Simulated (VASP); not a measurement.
# NbP in VASP: single point with PBE

Aim: the single point of NbP with PBE.

All numbers are computed with VASP 6.6.1; they aren't measurements. Logs are shortened: lines on timing, memory, paths and dates and some standing lists are left out, and cuts for length are marked.

## 1. The cell of the first run

The cell holds a slab with vacuum, 10 atoms: a = 3.510 Å, b = 3.510 Å, c = 25.427 Å, α = 90.00°, β = 90.00°, γ = 90.00°.

## 2. Single point, PBE

File INCAR:

```
PREC     = Accurate       # precision mode
ENCUT    = 520            # plane-wave cutoff, eV
EDIFF    = 1E-7           # SCF threshold, eV
ISMEAR   = 0              # smearing method
SIGMA    = 0.1            # smearing width, eV
LREAL    = F              # projectors in reciprocal space
LASPH    = T              # aspherical terms in the spheres
NELM     = 80             # most SCF steps
ALGO     = Fast           # electronic algorithm
ISIF     = 2              # what is computed and relaxed
LWAVE    = F              # write WAVECAR
LCHARG   = F              # write CHGCAR
LDIPOL   = T            
IDIPOL   = 3            
DIPOL    = 0.5 0.5 0.500
GGA      = PE             # functional
NBANDS   = 56             # bands
```

File KPOINTS:

```
Automatic mesh
0
Gamma
  10 10 1
```

File POSCAR:

```
NbP
1.0
    3.5095676707      0.0000000000      0.0000000000
    0.0000000000      3.5095676707      0.0000000000
    0.0000000000      0.0000000000     25.4271585952
Nb P
5 5
Direct
    0.5000000000      0.0000000000      0.2949602085
    0.5000000000      0.5000000000      0.3974801042
    0.0000000000      0.5000000000      0.5000000000
    0.0000000000      0.0000000000      0.6025198958
    0.5000000000      0.0000000000      0.7050397915
    0.0000000000      0.5000000000      0.2949602085
    0.0000000000      0.0000000000      0.3974801042
    0.5000000000      0.0000000000      0.5000000000
    0.5000000000      0.5000000000      0.6025198958
    0.0000000000      0.5000000000      0.7050397915
```

Potentials or basis: VASP PAW PBE potentials, release 64 (Nb_sv, P).

Command:

```
$ cat potpaw_PBE.64/Nb_sv/POTCAR potpaw_PBE.64/P/POTCAR > POTCAR
$ mpirun -np 1 vasp_std > vasp.out
```

OUTCAR:

```text
PREC = Accurate
   ENCUT = 520
   EDIFF = 1E-7
   ISMEAR = 0
   LREAL = F
   LASPH = T
   NELM = 80
   ISIF = 2
   GGA = PE

 ion  position               nearest neighbor table
   1  0.500  0.000  0.295-   6 2.48   6 2.48   6 2.48   6 2.48
   2  0.500  0.500  0.397-   7 2.48   7 2.48   7 2.48   7 2.48
   3  0.000  0.500  0.500-   8 2.48   8 2.48   8 2.48   8 2.48
   4  0.000  0.000  0.603-   9 2.48   9 2.48   9 2.48   9 2.48
   5  0.500  0.000  0.705-  10 2.48  10 2.48  10 2.48  10 2.48
   6  0.000  0.500  0.295-   1 2.48   1 2.48   1 2.48   1 2.48
   7  0.000  0.000  0.397-   2 2.48   2 2.48   2 2.48   2 2.48
   8  0.500  0.000  0.500-   3 2.48   3 2.48   3 2.48   3 2.48
   9  0.500  0.500  0.603-   4 2.48   4 2.48   4 2.48   4 2.48
  10  0.000  0.500  0.705-   5 2.48   5 2.48   5 2.48   5 2.48

  LATTYP: Found a simple tetragonal cell.
 ALAT       =     3.5095676707
 C/A-ratio  =     7.2450971120

  Lattice vectors:

 A1 = (   3.5095676707,   0.0000000000,   0.0000000000)
 A2 = (   0.0000000000,   3.5095676707,   0.0000000000)
 A3 = (   0.0000000000,   0.0000000000,  25.4271585952)

Analysis of symmetry for initial positions (statically):
=====================================================================
 Subroutine PRICEL returns:
 Original cell was already a primitive cell.

 Routine SETGRP: Setting up the symmetry group for a
 simple tetragonal supercell.

 Subroutine GETGRP returns: Found  8 space group operations
 (whereof  4 operations were pure point group operations)
 out of a pool of 16 trial point group operations.

The static configuration has the point symmetry C_2v.
 The point group associated with its full space group is D_2d.

Analysis of symmetry for dynamics (positions and initial velocities):
=====================================================================
 Subroutine PRICEL returns:
 Original cell was already a primitive cell.

 Routine SETGRP: Setting up the symmetry group for a
 simple tetragonal supercell.

 Subroutine GETGRP returns: Found  8 space group operations
 (whereof  4 operations were pure point group operations)
 out of a pool of 16 trial point group operations.

The dynamic configuration has the point symmetry C_2v.
 The point group associated with its full space group is D_2d.

 Subroutine INISYM returns: Found  8 space group operations
 (whereof  4 operations are pure point group operations),
 and found     1 'primitive' translations

----------------------------------------------------------------------------------------

                                     Primitive cell

  volume of cell :     313.1880

  direct lattice vectors                    reciprocal lattice vectors
     3.509567671  0.000000000  0.000000000     0.284935381  0.000000000  0.000000000
     0.000000000  3.509567671  0.000000000     0.000000000  0.284935381  0.000000000
     0.000000000  0.000000000 25.427158595     0.000000000  0.000000000  0.039328028

  length of vectors
     3.509567671  3.509567671 25.427158595     0.284935381  0.284935381  0.039328028

  position of ions in fractional coordinates (direct lattice)
     0.500000000  0.000000000  0.294960209
     0.500000000  0.500000000  0.397480104
     0.000000000  0.500000000  0.500000000
     0.000000000  0.000000000  0.602519896
     0.500000000  0.000000000  0.705039791
     0.000000000  0.500000000  0.294960209
     0.000000000  0.000000000  0.397480104
     0.500000000  0.000000000  0.500000000
     0.500000000  0.500000000  0.602519896
     0.000000000  0.500000000  0.705039791

  ion indices of the primitive-cell ions
   primitive index   ion index
                 1           1
                 2           2
                 3           3
                 4           4
                 5           5
                 6           6
                 7           7
                 8           8
                 9           9
                10          10

----------------------------------------------------------------------------------------

 KPOINTS: Automatic mesh

Automatic generation of k-mesh.
 Grid dimensions read from file:
 generate k-points for:   10   10    1

 Generating k-lattice:

  Cartesian coordinates                     Fractional coordinates (reciprocal lattice)
     0.028493538  0.000000000  0.000000000     0.100000000  0.000000000  0.000000000
     0.000000000  0.028493538  0.000000000     0.000000000  0.100000000  0.000000000
     0.000000000  0.000000000  0.039328028     0.000000000  0.000000000  1.000000000

  Length of vectors
     0.028493538  0.028493538  0.039328028

  Shift w.r.t. Gamma in fractional coordinates (k-lattice)
     0.000000000  0.000000000  0.000000000

 Subroutine IBZKPT returns following result:
 ===========================================

 Found     21 irreducible k-points:

 Following reciprocal coordinates:
            Coordinates               Weight
  0.000000  0.000000  0.000000      1.000000
  0.100000  0.000000  0.000000      4.000000
  0.200000  0.000000  0.000000      4.000000
  0.300000  0.000000  0.000000      4.000000
  0.400000  0.000000  0.000000      4.000000
  0.500000  0.000000  0.000000      2.000000
[... 13 lines left out ...]
  0.500000  0.400000  0.000000      4.000000
  0.500000  0.500000  0.000000      1.000000
   k-points           NKPTS =     21   k-points in BZ     NKDIM =     21   number of bands    NBANDS=     56
   number of dos      NEDOS =    301   number of ions     NIONS =     10
   total plane-waves  NPLWV = 150528
   dimension x,y,z NGX =    28 NGY =   28 NGZ =  192
   dimension x,y,z NGXF=    56 NGYF=   56 NGZF=  384
   ions per type =               5   5
   NGX,Y,Z   is equivalent  to a cutoff of  13.26, 13.26, 12.55 a.u.
   NGXF,Y,Z  is equivalent  to a cutoff of  26.53, 26.53, 25.11 a.u.
 SYSTEM =  unknown system
   PREC   = accura    normal or accurate (medium, high low for compatibility)
   ISTART =      0    job   : 0-new  1-cont  2-samecut
   ICHARG =      2    charge: 1-file 2-atom 10-const
   ISPIN  =      1    spin polarized calculation?
   LNONCOLLINEAR =      F non collinear calculations
   LSORBIT =      F    spin-orbit coupling
   LASPH  =      T    aspherical Exc in radial PAW
   ENCUT  =  520.0 eV  38.22 Ry    6.18 a.u.   6.53  6.53 47.28*2*pi/ulx,y,z
   NELM   =     80;   NELMIN=  2; NELMDL= -5     # of ELM steps
   EDIFF  = 0.1E-06   stopping-criterion for ELM
   LREAL  =      F    real-space projection
   EDIFFG = 0.1E-05   stopping-criterion for IOM
   NSW    =      0    number of steps for IOM
   IBRION =     -1    ionic relax: 0-MD 1-quasi-New 2-CG
   NFREE  =      0    steps in history (QN), initial steepest desc. (CG)
   ISIF   =      2    stress and relaxation
   ISYM   =      2    0-nonsym 1-usesym 2-fastsym
   POTIM  = 0.5000    time-step for ionic-motion
   TEBEG  =    0.0;   TEEND  =   0.0 temperature during run
   PSTRESS=    0.0 pullay stress
   NELECT =      90.0000    total number of electrons
   NUPDOWN=      -1.0000    fix difference up-down
   EMIN   =  10.00;   EMAX   =-10.00  energy-range for DOS
   EFERMI =   0.00;   METHOD = LEGACY
   ISMEAR =     0;   SIGMA  =   0.10  broadening in eV -4-tet -1-fermi 0-gaus
   EFERMI_NEDOS =   21; number of points for ismear=-14 and -15
   IALGO  =     68    algorithm
   IMIX   =      4    mixing-type and parameters
     AMIX     =   0.40;   BMIX     =  1.00
     AMIX_MAG =   1.60;   BMIX_MAG =  1.00
  volume/ion in A,a.u.               =      31.32       211.35
  Fermi-wavevector in a.u.,A,eV,Ry     =   1.080324  2.041516 15.879355  1.167100
  Thomas-Fermi vector in A             =   2.216312
   LORBIT       =      0    0 simple, 1 ext, 2 COOP (PROOUT), +10 PAW based schemes
   GGA     = PE    functional components
   LHFCALC =     F    Hartree Fock is set to
   AEXX    =    0.0000 exact exchange contribution
   IVDW    =     0    specifies the selected vdW correction
   LEPSILON=     F    determine dielectric tensor
   LRPA    =     F    only Hartree local field effects (RPA)
 non-spin polarized calculation
 RMM-DIIS sequential band-by-band and
 Gauss-broadening in eV      SIGMA  =   0.10
  energy-cutoff  :      520.00
  volume of cell :      313.19
 maximum number of plane-waves:      8527
 NGX is ok and might be reduce to    28
   NGX = 13   NGY = 13   NGZ = 95

 dipolmoment           0.000000      0.000000      0.000000 electrons x Angstroem

 number of electron      90.0000000 magnetization

 dipolmoment           0.000000      0.000000     -0.000000 electrons x Angstroem

 Free energy of the ion-electron system (eV)
  ---------------------------------------------------
  ext. energy  EPLUGINS =         0.00000000
  ---------------------------------------------------
  free energy    TOTEN  =       -80.84393838 eV

  energy without entropy =      -80.80662267  energy(sigma->0) =      -80.82528052

 E-fermi :   3.6558     XC(G=0):  -6.8769

 val. band max:        3.6473730099   @ k =   0.1000   0.1000   0.0000
 cond. band min:       3.6809600789   @ k =   0.3000   0.0000   0.0000
 fundamental gap:      0.0335870690
 Fermi energy:         3.6557511077

 k-point     1 :       0.0000    0.0000    0.0000
  band No.  band energies     occupation
      1     -51.5773      2.00000
      2     -51.5773      2.00000
      3     -51.3390      2.00000
      4     -51.3279      2.00000
      5     -51.2737      2.00000
      6     -27.7361      2.00000
[... 48 lines left out ...]
     55       4.3681      0.00000
     56       5.0860      0.00000

 k-point     2 :       0.1000    0.0000    0.0000
  band No.  band energies     occupation
      1     -51.5764      2.00000
      2     -51.5763      2.00000
      3     -51.3376      2.00000
      4     -51.3270      2.00000
      5     -51.2732      2.00000
      6     -27.7537      2.00000
[... 1114 lines left out ...]
  band No.  band energies     occupation
      1     -51.5567      2.00000
      2     -51.5567      2.00000
      3     -51.3092      2.00000
      4     -51.3092      2.00000
      5     -51.2649      2.00000
      6     -27.8768      2.00000
[... 48 lines left out ...]
     55       5.7866      0.00000
     56       6.0522      0.00000

------------------------ aborting loop because EDIFF is reached ----------------------------------------

 vacuum level on the upper side and lower side of the slab       (xc-potential included)        -0.165        -0.165

  FORCE on cell =-STRESS in cart. coord.  units (eV):
  Direction    XX          YY          ZZ          XY          YZ          ZX
  --------------------------------------------------------------------------------------
  -------------------------------------------------------------------------------------
  Total       -2.3815532     -2.3815532     -1.9995742      0.0000000      0.0000000      0.0000000
  in kB      -12.1833243    -12.1833243    -10.2292322      0.0000000      0.0000000      0.0000000
  external PRESSURE =     -11.5319603 kB  Pullay stress =       0.0000000 kB

 VOLUME and BASIS-vectors are now :
 -----------------------------------------------------------------------------
  energy-cutoff  :      520.00
  volume of cell :      313.19
      direct lattice vectors                 reciprocal lattice vectors
     3.509567671  0.000000000  0.000000000     0.284935381  0.000000000  0.000000000
     0.000000000  3.509567671  0.000000000     0.000000000  0.284935381  0.000000000
     0.000000000  0.000000000 25.427158595     0.000000000  0.000000000  0.039328028

 POSITION                                       TOTAL-FORCE (eV/Angst)
 -----------------------------------------------------------------------------------
      1.75478      0.00000      7.50000         0.000000      0.000000      0.424946
      1.75478      1.75478     10.10679         0.000000      0.000000     -0.385686
      0.00000      1.75478     12.71358         0.000000      0.000000      0.000000
      0.00000      0.00000     15.32037         0.000000      0.000000      0.385686
      1.75478      0.00000     17.92716         0.000000      0.000000     -0.424946
      0.00000      1.75478      7.50000         0.000000      0.000000     -0.121195
      0.00000      0.00000     10.10679         0.000000      0.000000      0.136417
      1.75478      0.00000     12.71358         0.000000      0.000000      0.000000
      1.75478      1.75478     15.32037         0.000000      0.000000     -0.136417
      0.00000      1.75478     17.92716         0.000000      0.000000      0.121195
 -----------------------------------------------------------------------------------
    total drift:                               -0.000000     -0.000000      0.000000

  FREE ENERGIE OF THE ION-ELECTRON SYSTEM (eV)
  ---------------------------------------------------
  free  energy   TOTEN  =       -80.8439383783 eV

  energy  without entropy=      -80.8066226683  energy(sigma->0) =      -80.82528052

 vacuum level on the upper side and lower side of the slab         7.655         7.655
```

Wall time 55 min (1 thread of Oxide Virtual Turin-like, shared host); peak memory 0.5 GiB.

What came out:

```
Free energy            : -80.8439 eV
Largest force          : 0.425 eV/Å
Band gap on the k mesh : zero (bands 45 and 46 overlap by 1.47 eV)
```

Forces in eV/Å, atoms in the order of the input:
```
Nb   0.000  0.000  0.425
Nb   0.000  0.000 -0.386
Nb   0.000  0.000  0.000
Nb   0.000  0.000  0.386
Nb   0.000  0.000 -0.425
P    0.000  0.000 -0.121
P    0.000  0.000  0.136
P    0.000  0.000  0.000
P    0.000  0.000 -0.136
P    0.000  0.000  0.121
```

The gap in the log of VASP goes by the Fermi energy; the results here count the filled bands.